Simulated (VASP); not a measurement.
Runs of VASP 6.6.1 on CoSi2. The structure is that of space group Fm-3m (No. 225), or close to it. The cells are those of the table. 

```csv
cell,gap on the mesh (eV),pressure (GPa)
"a = 3.695 Å, angles 60.0°, 3 atoms",none,16.0
"a = 3.885 Å, angles 60.0°, 3 atoms",none,-11.3
"a = 3.648, b = 3.648, c = 3.601 Å, angles 60.4, 60.4, 59.1°, 3 atoms",none,(b)
"a = 3.601 Å, angles 60.0°, 3 atoms",none,38.7
"a = 3.648, b = 3.648, c = 3.695 Å, angles 59.6, 59.6, 60.9°, 3 atoms",none,22.8
"a = 3.696, b = 3.696, c = 3.601 Å, angles 60.9, 60.9, 58.3°, 3 atoms",none,(a)
"a = 3.980 Å, angles 60.0°, 3 atoms",none,-17.9
```

Alike in all rows: task single point; level PBE; potentials or basis VASP PAW PBE potentials, release 64 (Co, Si); no spin polarisation; k mesh 16 × 16 × 16; cutoff (eV) 520; smearing gaussian 0.15 eV.

Problem. Fill in the values left out.

Solution. (a) 23.2; (b) 30.4.

A gap of «none» marks levels without a gap at the run's occupations.
